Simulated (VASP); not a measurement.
P5C:

```xyz
6
Lattice="4.3541 0.0000 0.0000 -2.1771 3.7708 0.0000 0.0000 0.0000 4.7322" Properties=species:S:1:pos:R:3 pbc="T T T"
P     2.1771    1.2569    3.5067
P     0.0000    0.0000    0.0000
P     2.1771    1.2569    1.2255
P     0.0000    2.5139    1.2255
P     0.0000    2.5139    3.5067
C     0.0000    0.0000    2.3661
```

```yaml
Program: VASP 6.6.1
Task: relaxation of cell and atoms
Functional: PBE
Potentials_or_basis: VASP PAW PBE potentials, release 64 (P, C)
Cutoff: 600 eV
k_mesh: 12 × 12 × 8
Occupations: gaussian, width 0.1 eV
Spin: no spin polarisation
```

At the start: pressure -0.9 GPa; volume 12.95 Å³/atom.

Task: Where does the relaxation end?

Result: Over 8 steps the energy falls by 3.6 meV/atom and the volume is 12.83 Å³/atom (-1.0 %); space group P6/mmm (No. 191, to 0.05 Å).

The path:
```csv
step,energy change (eV),largest force (eV/Å),pressure (GPa),volume (Å³)
1,0.0000,0.0646,-0.87,77.70
2,-0.0177,0.0765,0.00,76.90
3,-0.0195,0.0818,0.38,76.58
4,-0.0195,0.0822,0.41,76.55
5,-0.0212,0.0513,0.03,76.87
6,-0.0215,0.0342,-0.19,77.07
7,-0.0218,0.0050,0.06,76.93
8,-0.0218,0.0020,0.02,76.95
```

Final structure:
```
CELL_PARAMETERS angstrom
4.30290 0.00000 0.00000
-2.15145 3.72642 0.00000
0.00000 0.00000 4.79933
ATOMIC_POSITIONS crystal
P 0.66667 0.33333 0.73802
P 0.00000 0.00000 0.00000
P 0.66667 0.33333 0.26198
P 0.33333 0.66667 0.26198
P 0.33333 0.66667 0.73802
C 0.00000 0.00000 0.50000
```
